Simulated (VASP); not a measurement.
Here is a VASP 6.6.1 calculation.

INCAR

```
ALGO     = Normal         # electronic algorithm
DIPOL    = 0.5 0.5 0.500
EDIFF    = 1E-7           # SCF threshold, eV
ENCUT    = 520            # plane-wave cutoff, eV
GGA      = PS             # functional
IDIPOL   = 3            
ISIF     = 2              # what is computed and relaxed
ISMEAR   = 0              # smearing method
LASPH    = True           # aspherical terms in the spheres
LCHARG   = True           # write CHGCAR
LDIPOL   = True         
LELF     = True           # ELF
LREAL    = False          # projectors in reciprocal space
LVACPOTAV= True         
LVHAR    = True         
LWAVE    = False          # write WAVECAR
NBANDS   = 35             # bands
NELM     = 100            # most SCF steps
PREC     = Accurate       # precision mode
SIGMA    = 0.1            # smearing width, eV
```

Contents of KPOINTS:

```
k-points
0
Gamma
  12 12 1
```

POSCAR

```
Co2PtO4
1.0
    2.8101831225      0.0000000000      0.0000000000
   -1.4050915613      2.4336899734      0.0000000000
    0.0000000000      0.0000000000     22.8253249521
O Co Pt
4 2 1
Direct
    0.0000000000      0.0000000000      0.3285823977
    0.6666666667      0.3333333333      0.4129821504
    0.6666666667      0.3333333333      0.5870178496
    0.3333333333      0.6666666667      0.6714176023
    0.3333333333      0.6666666667      0.3707822740
    0.0000000000      0.0000000000      0.6292177260
    0.6666666667      0.3333333333      0.5000000000
```

Potentials or basis: VASP PAW PBE potentials, release 64 (O, Co, Pt).

The run is started by

```bash
$ cat potpaw_PBE.64/O/POTCAR potpaw_PBE.64/Co/POTCAR potpaw_PBE.64/Pt/POTCAR > POTCAR
$ mpirun -np 1 vasp_std > vasp.out
```

Question: Predict the band gap on the k mesh.

Answer: Zero (band 26 reaches -1.35 eV, above the bottom of band 27 at -1.49 eV).

Question: Predict the largest force.

Answer: 1.625 eV/Å.

Forces on the atoms (eV/Å):
```
O    0.000  0.000  1.287
O    0.000  0.000  0.158
O    0.000  0.000 -0.158
O    0.000  0.000 -1.287
Co   0.000  0.000 -1.625
Co   0.000  0.000  1.625
Pt   0.000  0.000  0.000
```

Caveat: the PAW data sets were made with another functional, which shifts forces and pressure a little; spin-orbit coupling is left out, which moves the levels of the heavy elements; the run has no spin polarisation, though such a crystal can be magnetic; semilocal functionals often make such compounds metallic where correlation or magnetic order opens a gap, which also shifts bond lengths. Spin polarisation is off, so any magnetic state and its effect on volume and gap are missing.
